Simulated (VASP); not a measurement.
# MnS (F-43m) in VASP: further runs, part 2 of 3

VASP 6.6.1.

## (3) Single point, r2SCAN+U, collinear spin, ferromagnetic start

POSCAR

```
MnS
1.0
    0.0000000000      2.4734634191      2.4734634191
    2.4734634191      0.0000000000      2.4734634191
    2.4734634191      2.4734634191      0.0000000000
Mn S
1 1
Direct
    0.0000000000      0.0000000000      0.0000000000
    0.7500000000      0.7500000000      0.7500000000
```

INCAR.step1

```
  PREC = Accurate
  ENCUT = 520
  ISMEAR = -1
  SIGMA = 0.05
  LREAL = F
  LASPH = T
  NELM = 150
  ISPIN = 2
  MAGMOM = 4 0
  LMAXMIX = 4
  LDAU = T
  LDAUTYPE = 2
  LDAUL = 2 -1
  LDAUU = 3 0
  LDAUJ = 0 0
  NBANDS = 20
  GGA = PE
  ALGO = Normal
  EDIFF = 1E-4
  LWAVE = T
  LCHARG = F
```

INCAR.step2

```
  PREC = Accurate
  ENCUT = 520
  EDIFF = 1E-7
  ISMEAR = -1
  SIGMA = 0.05
  LREAL = F
  LASPH = T
  NELM = 150
  ALGO = Normal
  ISIF = 2
  LWAVE = F
  LCHARG = F
  ISPIN = 2
  MAGMOM = 4 0
  LORBIT = 11
  LMAXMIX = 4
  LDAU = T
  LDAUTYPE = 2
  LDAUL = 2 -1
  LDAUU = 3 0
  LDAUJ = 0 0
  LDAUPRINT = 1
  METAGGA = R2SCAN
  LMIXTAU = T
  NBANDS = 20
  ISTART = 1
```

KPOINTS

```
Automatic mesh
0
Gamma
  9 9 9
```

Potentials or basis: VASP PAW PBE potentials, release 64 (Mn_pv, S).

Run with:

```
$ cat potpaw_PBE.64/Mn_pv/POTCAR potpaw_PBE.64/S/POTCAR > POTCAR
$ cp INCAR.step1 INCAR
$ mpirun -np 1 vasp_std > vasp.out
$ cp INCAR.step2 INCAR
$ mpirun -np 1 vasp_std > vasp.out
```

OUTCAR:

```text
PREC = Accurate
   ENCUT = 520
   EDIFF = 1E-7
   ISMEAR = -1
   LREAL = F
   LASPH = T
   NELM = 150
   ISIF = 2
   ISPIN = 2
   LORBIT = 11
   METAGGA = R2SCAN
   ISTART = 1

 ion  position               nearest neighbor table
   1  0.000  0.000  0.000-   2 2.14   2 2.14   2 2.14   2 2.14
   2  0.750  0.750  0.750-   1 2.14   1 2.14   1 2.14   1 2.14

  LATTYP: Found a face centered cubic cell.
 ALAT       =     4.9469268382

  Lattice vectors:

 A1 = (   0.0000000000,   2.4734634191,   2.4734634191)
 A2 = (   2.4734634191,   0.0000000000,   2.4734634191)
 A3 = (   2.4734634191,   2.4734634191,   0.0000000000)

Analysis of symmetry for initial positions (statically):
=====================================================================
 Subroutine PRICEL returns:
 Original cell was already a primitive cell.

 Routine SETGRP: Setting up the symmetry group for a
 face centered cubic supercell.

 Subroutine GETGRP returns: Found 24 space group operations
 (whereof 24 operations were pure point group operations)
 out of a pool of 48 trial point group operations.

The static configuration has the point symmetry T_d .

Analysis of symmetry for dynamics (positions and initial velocities):
=====================================================================
 Subroutine PRICEL returns:
 Original cell was already a primitive cell.

 Routine SETGRP: Setting up the symmetry group for a
 face centered cubic supercell.

 Subroutine GETGRP returns: Found 24 space group operations
 (whereof 24 operations were pure point group operations)
 out of a pool of 48 trial point group operations.

The dynamic configuration has the point symmetry T_d .

Analysis of structural, dynamic, and magnetic symmetry:
=====================================================================
 Subroutine PRICEL returns:
 Original cell was already a primitive cell.

 Routine SETGRP: Setting up the symmetry group for a
 face centered cubic supercell.

 Subroutine GETGRP returns: Found 24 space group operations
 (whereof 24 operations were pure point group operations)
 out of a pool of 48 trial point group operations.

The overall configuration has the point symmetry T_d .

 Subroutine INISYM returns: Found 24 space group operations
 (whereof 24 operations are pure point group operations),
 and found     1 'primitive' translations

----------------------------------------------------------------------------------------

                                     Primitive cell

  volume of cell :      30.2654

  direct lattice vectors                    reciprocal lattice vectors
[... 113 lines left out ...]
   angular momentum for each species LDAUL =     2   -1
   U (eV)           for each species LDAUU =   3.0  0.0
   J (eV)           for each species LDAUJ =   0.0  0.0
   METAGGA = R2SCAN    functional components
   LHFCALC =     F    Hartree Fock is set to
   AEXX    =    0.0000 exact exchange contribution
   IVDW    =     0    specifies the selected vdW correction
   LEPSILON=     F    determine dielectric tensor
   LRPA    =     F    only Hartree local field effects (RPA)
 spin polarized calculation
  energy-cutoff  :      520.00
  volume of cell :       30.27
 maximum number of plane-waves:       869
 NGX is ok and might be reduce to    28
   NGX = 13   NGY = 13   NGZ = 13

atom =   1  type =  1  l = 2

 onsite density matrix

spin component  1

  0.9140 -0.0000 -0.0000 -0.0000 -0.0000
 -0.0000  0.9140 -0.0000 -0.0000  0.0000
 -0.0000 -0.0000  0.9259 -0.0000  0.0000
 -0.0000 -0.0000 -0.0000  0.9140  0.0000
 -0.0000  0.0000  0.0000  0.0000  0.9259

spin component  2

  0.1462 -0.0000 -0.0000 -0.0000 -0.0000
 -0.0000  0.1462 -0.0000 -0.0000  0.0000
 -0.0000 -0.0000  0.0367 -0.0000 -0.0000
 -0.0000 -0.0000 -0.0000  0.1462  0.0000
 -0.0000  0.0000 -0.0000  0.0000  0.0367

 occupancies and eigenvectors

  o =  0.0367  v =  0.0000  0.0000  0.0000  0.0000  0.0000  0.0000  0.0000 -0.1490  0.0000 -0.9888      0.0000  0.0000  0.0000  0.0000  0.0000  0.0000  0.0000  0.0000  0.0000  0.0000
  o =  0.0367  v =  0.0000  0.0000  0.0000  0.0000  0.0000  0.0000 -0.0000 -0.9888 -0.0000  0.1490      0.0000  0.0000  0.0000  0.0000  0.0000  0.0000  0.0000  0.0000  0.0000  0.0000
  o =  0.1462  v =  0.0000  0.0000  0.0000  0.0000  0.0000  0.0000 -0.9996 -0.0000 -0.0268 -0.0000      0.0000  0.0000  0.0000  0.0000  0.0000  0.0000  0.0000  0.0000  0.0000  0.0000
  o =  0.1462  v =  0.0000  0.0000  0.0000  0.0000  0.0000  0.0000 -0.0268 -0.0000  0.9996  0.0000      0.0000  0.0000  0.0000  0.0000  0.0000  0.0000  0.0000  0.0000  0.0000  0.0000
  o =  0.1462  v =  0.0000  0.0000  0.0000  0.0000  0.0000  1.0000  0.0000  0.0000  0.0000  0.0000      0.0000  0.0000  0.0000  0.0000  0.0000  0.0000  0.0000  0.0000  0.0000  0.0000
  o =  0.9140  v =  1.0000  0.0000  0.0000  0.0000  0.0000  0.0000  0.0000  0.0000  0.0000  0.0000      0.0000  0.0000  0.0000  0.0000  0.0000  0.0000  0.0000  0.0000  0.0000  0.0000
  o =  0.9140  v =  0.0000  0.2056 -0.0000 -0.9786  0.0000  0.0000  0.0000  0.0000  0.0000  0.0000      0.0000  0.0000  0.0000  0.0000  0.0000  0.0000  0.0000  0.0000  0.0000  0.0000
  o =  0.9140  v =  0.0000  0.9786  0.0000  0.2056  0.0000  0.0000  0.0000  0.0000  0.0000  0.0000      0.0000  0.0000  0.0000  0.0000  0.0000  0.0000  0.0000  0.0000  0.0000  0.0000
  o =  0.9259  v =  0.0000  0.0000  0.1564 -0.0000 -0.9877  0.0000  0.0000  0.0000  0.0000  0.0000      0.0000  0.0000  0.0000  0.0000  0.0000  0.0000  0.0000  0.0000  0.0000  0.0000
  o =  0.9259  v =  0.0000  0.0000 -0.9877  0.0000 -0.1564  0.0000  0.0000  0.0000  0.0000  0.0000      0.0000  0.0000  0.0000  0.0000  0.0000  0.0000  0.0000  0.0000  0.0000  0.0000

 number of electron      18.9999986 magnetization       4.6085276

 Free energy of the ion-electron system (eV)
  ---------------------------------------------------
  ext. energy  EPLUGINS =         0.00000000
  ---------------------------------------------------
  free energy    TOTEN  =       -21.90186729 eV

  energy without entropy =      -21.89684749  energy(sigma->0) =      -21.89935739

 E-fermi :   8.3404     XC(G=0): -11.8375

 val. band max:        8.3320122508   @ k =   0.3333   0.2222   0.1111
 cond. band min:       8.4915260249   @ k =  -0.4444   0.3333   0.1111
 fundamental gap:      0.1595137740
 Fermi energy:         8.3404498269

 spin component 1

 k-point     1 :       0.0000    0.0000    0.0000
  band No.  band energies     occupation
      1     -44.7217      1.00000
      2     -44.7216      1.00000
      3     -44.7215      1.00000
      4      -8.4371      1.00000
      5       0.8228      1.00000
      6       0.8228      1.00000
[... 1097 lines left out ...]
     19      26.3864      0.00000
     20      26.3864      0.00000

 [... further k-points ...]

------------------------ aborting loop because EDIFF is reached ----------------------------------------

  FORCE on cell =-STRESS in cart. coord.  units (eV):
  Direction    XX          YY          ZZ          XY          YZ          ZX
  --------------------------------------------------------------------------------------
  -------------------------------------------------------------------------------------
  Total       10.5645282     10.5645282     10.5645282      0.0000000      0.0000000      0.0000000
  in kB      559.2605906    559.2605906    559.2605906      0.0000000      0.0000000      0.0000000
  external PRESSURE =     559.2605906 kB  Pullay stress =       0.0000000 kB

 VOLUME and BASIS-vectors are now :
 -----------------------------------------------------------------------------
  energy-cutoff  :      520.00
  volume of cell :       30.27
      direct lattice vectors                 reciprocal lattice vectors
     0.000000000  2.473463419  2.473463419    -0.202145702  0.202145702  0.202145702
     2.473463419  0.000000000  2.473463419     0.202145702 -0.202145702  0.202145702
     2.473463419  2.473463419  0.000000000     0.202145702  0.202145702 -0.202145702

 POSITION                                       TOTAL-FORCE (eV/Angst)
 -----------------------------------------------------------------------------------
      0.00000      0.00000      0.00000        -0.000000     -0.000000     -0.000000
      3.71020      3.71020      3.71020         0.000000      0.000000      0.000000
 -----------------------------------------------------------------------------------
    total drift:                               -0.000010     -0.000010     -0.000010

  FREE ENERGIE OF THE ION-ELECTRON SYSTEM (eV)
  ---------------------------------------------------
  free  energy   TOTEN  =       -21.9018672949 eV

  energy  without entropy=      -21.8968474882  energy(sigma->0) =      -21.89935739

 total charge

# of ion       s       p       d       tot
------------------------------------------
    1        0.393   6.427   5.077  11.897
    2        1.323   2.677   0.000   3.999
--------------------------------------------------
tot          1.716   9.104   5.077  15.896

 magnetization (x)

# of ion       s       p       d       tot
------------------------------------------
    1        0.054   0.111   4.074   4.238
    2        0.006   0.025   0.000   0.031
--------------------------------------------------
tot          0.059   0.136   4.074   4.269
```

It took 1.9 min on 1 thread of AMD EPYC 9R45 (Zen 5), shared host; peak memory 0.17 GiB.

Results:

```
Free energy                                           : -21.9019 eV
Pressure                                              : 55.9 GPa
Net moment                                            : 4.61 μB per cell
Site moments                                          : Mn +4.24; S +0.03 μB
Valence electrons inside the program's atomic spheres : Mn 11.90; S 4.00
```

Eigenvalues of the final occupation matrices:
| site | spin | trace | eigenvalues |
| --- | --- | --- | --- |
| site 1 d | 1 | 4.59 | 0.91 0.91 0.91 0.93 0.93 |
| site 1 d | 2 | 0.51 | 0.04 0.04 0.15 0.15 0.15 |

Caveat: the cell stands under pressure; the PAW data sets were made with another functional, which shifts forces and pressure a little; a cell with one magnetic atom can't hold antiferromagnetic order, which such compounds often take. The state reached can hang on the start; a lower one may exist.

## (4) Single point, r2SCAN+U, collinear spin, ferromagnetic start

POSCAR is that of step 3.

INCAR.step1

```
ALGO = Normal ; EDIFF = 1E-4
ENCUT = 520 ; GGA = PE
ISMEAR = -1 ; ISPIN = 2
LASPH = T ; LCHARG = F
LDAU = T ; LDAUJ = 0 0
LDAUL = 2 -1 ; LDAUTYPE = 2
LDAUU = 4 0 ; LMAXMIX = 4
LREAL = F ; LWAVE = T
MAGMOM = 4 0 ; NBANDS = 20
NELM = 150 ; PREC = Accurate
SIGMA = 0.05
```

INCAR.step2

```
ALGO = Normal ; EDIFF = 1E-6
ENCUT = 520 ; ISIF = 2
ISMEAR = -1 ; ISPIN = 2
ISTART = 1 ; LASPH = T
LCHARG = F ; LDAU = T
LDAUJ = 0 0 ; LDAUL = 2 -1
LDAUPRINT = 1 ; LDAUTYPE = 2
LDAUU = 4 0 ; LMAXMIX = 4
LMIXTAU = T ; LORBIT = 11
LREAL = F ; LWAVE = F
MAGMOM = 4 0 ; METAGGA = R2SCAN
NBANDS = 20 ; NELM = 150
PREC = Accurate ; SIGMA = 0.05
```

KPOINTS

```
k-points
0
Gamma
  9 9 9
```

Potentials or basis: VASP PAW PBE potentials, release 64 (Mn_pv, S).

Run with:

```
$ cat potpaw_PBE.64/Mn_pv/POTCAR potpaw_PBE.64/S/POTCAR > POTCAR
$ cp INCAR.step1 INCAR
$ mpirun -np 1 vasp_std > vasp.out
$ cp INCAR.step2 INCAR
$ mpirun -np 1 vasp_std > vasp.out
```

OUTCAR:

```text
EDIFF = 1E-6
   ENCUT = 520
   ISIF = 2
   ISMEAR = -1
   ISPIN = 2
   ISTART = 1
   LASPH = T
   LORBIT = 11
   LREAL = F
   METAGGA = R2SCAN
   NELM = 150
   PREC = Accurate

 ion  position               nearest neighbor table
   1  0.000  0.000  0.000-   2 2.14   2 2.14   2 2.14   2 2.14
   2  0.750  0.750  0.750-   1 2.14   1 2.14   1 2.14   1 2.14

  LATTYP: Found a face centered cubic cell.
 ALAT       =     4.9469268382

  Lattice vectors:

 A1 = (   0.0000000000,   2.4734634191,   2.4734634191)
 A2 = (   2.4734634191,   0.0000000000,   2.4734634191)
 A3 = (   2.4734634191,   2.4734634191,   0.0000000000)

Analysis of symmetry for initial positions (statically):
=====================================================================
 Subroutine PRICEL returns:
 Original cell was already a primitive cell.

 Routine SETGRP: Setting up the symmetry group for a
 face centered cubic supercell.

 Subroutine GETGRP returns: Found 24 space group operations
 (whereof 24 operations were pure point group operations)
 out of a pool of 48 trial point group operations.

The static configuration has the point symmetry T_d .

Analysis of symmetry for dynamics (positions and initial velocities):
=====================================================================
 Subroutine PRICEL returns:
 Original cell was already a primitive cell.

 Routine SETGRP: Setting up the symmetry group for a
 face centered cubic supercell.

 Subroutine GETGRP returns: Found 24 space group operations
 (whereof 24 operations were pure point group operations)
 out of a pool of 48 trial point group operations.

The dynamic configuration has the point symmetry T_d .

[... 184 lines left out ...]
  o =  0.9315  v =  0.0000 -0.0000  0.9996 -0.0000 -0.0269  0.0000  0.0000  0.0000  0.0000  0.0000      0.0000  0.0000  0.0000  0.0000  0.0000  0.0000  0.0000  0.0000  0.0000  0.0000
  o =  0.9315  v =  0.0000 -0.0000 -0.0269 -0.0000 -0.9996  0.0000  0.0000  0.0000  0.0000  0.0000      0.0000  0.0000  0.0000  0.0000  0.0000  0.0000  0.0000  0.0000  0.0000  0.0000

 number of electron      18.9999986 magnetization       4.7225127

 Free energy of the ion-electron system (eV)
  ---------------------------------------------------
  ext. energy  EPLUGINS =         0.00000000
  ---------------------------------------------------
  free energy    TOTEN  =       -21.51567066 eV

  energy without entropy =      -21.50984529  energy(sigma->0) =      -21.51275797

 E-fermi :   8.4716     XC(G=0): -11.8184

 val. band max:        8.3826723441   @ k =  -0.3333   0.4444   0.1111
 cond. band min:       8.4904950627   @ k =  -0.4444   0.3333   0.0000
 fundamental gap:      0.1078227186
 Fermi energy:         8.4715653791

 spin component 1

 k-point     1 :       0.0000    0.0000    0.0000
  band No.  band energies     occupation
      1     -44.7458      1.00000
      2     -44.7458      1.00000
      3     -44.7457      1.00000
      4      -8.3882      1.00000
      5       0.5180      1.00000
      6       0.5180      1.00000
[... 1097 lines left out ...]
     19      26.4793      0.00000
     20      26.4793      0.00000

 [... further k-points ...]

------------------------ aborting loop because EDIFF is reached ----------------------------------------

  FORCE on cell =-STRESS in cart. coord.  units (eV):
  Direction    XX          YY          ZZ          XY          YZ          ZX
  --------------------------------------------------------------------------------------
  -------------------------------------------------------------------------------------
  Total       11.4086821     11.4086821     11.4086821     -0.0000000      0.0000000     -0.0000000
  in kB      603.9480588    603.9480588    603.9480588     -0.0000000      0.0000000     -0.0000000
  external PRESSURE =     603.9480588 kB  Pullay stress =       0.0000000 kB

 VOLUME and BASIS-vectors are now :
 -----------------------------------------------------------------------------
  energy-cutoff  :      520.00
  volume of cell :       30.27
      direct lattice vectors                 reciprocal lattice vectors
     0.000000000  2.473463419  2.473463419    -0.202145702  0.202145702  0.202145702
     2.473463419  0.000000000  2.473463419     0.202145702 -0.202145702  0.202145702
     2.473463419  2.473463419  0.000000000     0.202145702  0.202145702 -0.202145702

 POSITION                                       TOTAL-FORCE (eV/Angst)
 -----------------------------------------------------------------------------------
      0.00000      0.00000      0.00000        -0.000000     -0.000000     -0.000000
      3.71020      3.71020      3.71020         0.000000      0.000000      0.000000
 -----------------------------------------------------------------------------------
    total drift:                               -0.000011     -0.000011     -0.000011

  FREE ENERGIE OF THE ION-ELECTRON SYSTEM (eV)
  ---------------------------------------------------
  free  energy   TOTEN  =       -21.5156706555 eV

  energy  without entropy=      -21.5098452929  energy(sigma->0) =      -21.51275797

 total charge

# of ion       s       p       d       tot
------------------------------------------
    1        0.395   6.431   5.065  11.891
    2        1.323   2.698   0.000   4.021
--------------------------------------------------
tot          1.718   9.129   5.065  15.913

 magnetization (x)

# of ion       s       p       d       tot
------------------------------------------
    1        0.054   0.112   4.188   4.353
    2        0.005   0.026   0.000   0.031
--------------------------------------------------
tot          0.059   0.137   4.188   4.383
```

It took 82 s on 1 thread of AMD EPYC 9R45 (Zen 5), shared host; peak memory 0.17 GiB.

Results:

- Free energy: -21.5157 eV
- Pressure: 60.4 GPa
- Net moment: 4.72 μB per cell
- Site moments: Mn +4.35; S +0.03 μB
- Valence electrons inside the program's atomic spheres: Mn 11.89; S 4.02

Eigenvalues of the final occupation matrices:
| site | spin | trace | eigenvalues |
| --- | --- | --- | --- |
| site 1 d | 1 | 4.65 | 0.93 0.93 0.93 0.93 0.93 |
| site 1 d | 2 | 0.45 | 0.03 0.03 0.13 0.13 0.13 |

Caveat: the cell stands under pressure; the PAW data sets were made with another functional, which shifts forces and pressure a little; a cell with one magnetic atom can't hold antiferromagnetic order, which such compounds often take. The state reached can hang on the start; a lower one may exist.

[end of part 2 of 3]
